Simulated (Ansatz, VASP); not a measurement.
## One calculation of NiCl3, two programs

```
Ni Cl
1.0
     4.45841    0.00000    0.00000
     0.00000    4.45841    0.00000
     0.00000    0.00000    4.45841
Ni Cl
1 3
Cartesian
  0.0000 0.0000 0.0000
  2.2292 0.0000 0.0000
  0.0000 0.0000 2.2292
  0.0000 2.2292 0.0000
```

Alike in both runs: task single point; functional PBEsol; k mesh 6 × 6 × 6; occupations gaussian, width 0.05 eV; collinear spin.

```csv
,VASP,Ansatz
version,VASP 6.6.1,Ansatz 0.2.0
potentials or method,"VASP PAW PBE potentials, release 64 (Ni, Cl), cutoff 520 eV","scalar-relativistic, plane waves, PAW"
valence electrons in the cell,31,39
```

Ansatz gave:

| Item | Value |
| --- | --- |
| gap on the k mesh at the Fermi level (eV) | none |
| pressure (GPa) | 2.6 |
| net moment per atom (μB) | 0.02 |
| size of the moment on the site where the two differ most (μB) | 0.05 |

Q: Estimate VASP's values.

A: gap on the k mesh at the Fermi level (eV): none; pressure (GPa): 2.5; net moment per atom (μB): 0.00; size of the moment on the site where the two differ most (μB): 0.00.

VASP's potentials were made for PBE, not for PBEsol. Site moments also hang on the region over which each program counts them. A gap of «none» marks a metal or a gap that the smearing closes. VASP's potentials hold 31 valence electrons a cell and Ansatz's 39, so a difference there can come from the potentials and not from the codes.
